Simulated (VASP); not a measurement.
Wanted: the native input for a VASP 6.6.1 run.

```
Task                   : single point
Functional             : PBE
Dispersion             : D3(BJ)
Potentials or basis    : VASP PAW PBE potentials, release 64 (B, N)
Cutoff                 : 600 eV
k mesh                 : 12 × 12 × 12
Occupations            : gaussian, width 0.02 eV
Spin                   : no spin polarisation
Dipole correction      : no
Further INCAR settings : ALGO = Normal; EDIFF = 1e-06; NBANDS = 11
```

The structure of BN (d3) lies in POSCAR:

```
BN
1.0
    0.0000000000      1.8386207441      1.8386207441
    1.8386207441      0.0000000000      1.8386207441
    1.8386207441      1.8386207441      0.0000000000
B N
1 1
Direct
    0.0000000000      0.0000000000      0.0000000000
    0.2500000000      0.2500000000      0.2500000000
```

This cell differs from its parent crystal: volume scaled by 1.06.

These files were run (other wordings do the same):

INCAR

```
  ALGO = Normal
  EDIFF = 1E-6
  ENCUT = 600
  GGA = PE
  GGA_COMPAT = False
  ISIF = 2
  ISMEAR = 0
  IVDW = 12
  LASPH = True
  LCHARG = True
  LELF = True
  LREAL = False
  LVHAR = True
  LWAVE = False
  NBANDS = 11
  NELM = 120
  PREC = Accurate
  SIGMA = 0.02
```

KPOINTS

```
k-points
0
Gamma
  12 12 12
```

Potentials or basis: VASP PAW PBE potentials, release 64 (B, N).

Command:

```sh
$ cat potpaw_PBE.64/B/POTCAR potpaw_PBE.64/N/POTCAR > POTCAR
$ mpirun -np 1 vasp_std > vasp.out
```

It gave:

| Item | Value |
| --- | --- |
| Pressure | -20.1 GPa |
| Band gap on the k mesh | 4.40 eV, indirect (least direct gap 8.58 eV) |
| Dispersion energy per atom | -0.199 eV |

Wall time 8.5 s on 1 thread of Intel Xeon 6975P-C, with other jobs on the host, peak memory 0.15 GiB.
